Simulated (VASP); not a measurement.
NdMo:

```xyz
2
Lattice="3.8574 0.0000 0.0000 -1.9287 3.3406 0.0000 0.0000 0.0000 4.4213" Properties=species:S:1:pos:R:3 pbc="T T T"
Nd    0.0000    2.2270    1.2060
Mo    0.0000    0.0000    3.0094
```

The cell was generated, and may not be a known phase.

| Item | Value |
| --- | --- |
| Program | VASP 6.6.1 |
| Task | relaxation of cell and atoms |
| Functional | PBE |
| Potentials or basis | VASP PAW PBE potentials, release 64 (Nd_3, Mo_sv), 4f in core |
| Cutoff | 500 eV |
| k mesh | 6 × 6 × 5 |
| Occupations | gaussian, width 0.2 eV |
| Spin | no spin polarisation |

At the start: pressure -6.2 GPa; volume 28.49 Å³/atom.

Problem. How do energy, volume and symmetry change on relaxing?

Solution. Over 19 steps the energy falls by 441.4 meV/atom and the volume is 22.58 Å³/atom (-20.7 %); space group P3m1 (No. 156, to 0.1 Å) before, P-6m2 (No. 187, to 0.1 Å).

Step by step:
| step | energy change (eV) | largest force (eV/Å) | pressure (GPa) | volume (Å³) |
| --- | --- | --- | --- | --- |
| 1 | 0.0000 | 1.7423 | -6.24 | 56.97 |
| 2 | -0.5373 | 1.4844 | 0.41 | 48.27 |
| 3 | -0.6038 | 1.1952 | 5.87 | 44.74 |
| 4 | -0.7700 | 0.3763 | 1.51 | 46.14 |
| 5 | -0.7726 | 0.2333 | 1.83 | 45.97 |
| 6 | -0.7838 | 0.0264 | -1.31 | 47.76 |
| 7 | -0.7852 | 0.0717 | -0.57 | 47.30 |
| 8 | -0.7907 | 0.0086 | -0.33 | 47.03 |
| 9 | -0.8000 | 0.2014 | 0.65 | 46.20 |
| 10 | -0.8007 | 0.2999 | 1.17 | 45.85 |
| 11 | -0.8030 | 0.3149 | 1.12 | 45.85 |
| 12 | -0.8105 | 0.3613 | 0.98 | 45.85 |
| 13 | -0.8274 | 0.4579 | 0.69 | 45.82 |
| 14 | -0.8424 | 0.6545 | 0.17 | 45.64 |
| 15 | -0.8554 | 0.5317 | -0.50 | 45.71 |
| 16 | -0.8585 | 0.4514 | -0.83 | 45.75 |
| 17 | -0.8700 | 0.3495 | -0.11 | 45.33 |
| 18 | -0.8782 | 0.1095 | 1.58 | 44.50 |
| 19 | -0.8828 | 0.0615 | 0.24 | 45.17 |

Final structure:
```
CELL_PARAMETERS angstrom
3.13341 0.00000 0.00000
-1.56670 2.71361 0.00000
0.00000 0.00000 5.31208
ATOMIC_POSITIONS crystal
Nd 0.33333 0.66667 0.22569
Mo 0.00000 0.00000 0.72776
```

Caveat: the volume moved by over 15 % at a fixed basis, so the end points are rough; the relaxation stopped at a loose force limit of 0.08 eV/Å, so its end isn't a converged minimum.
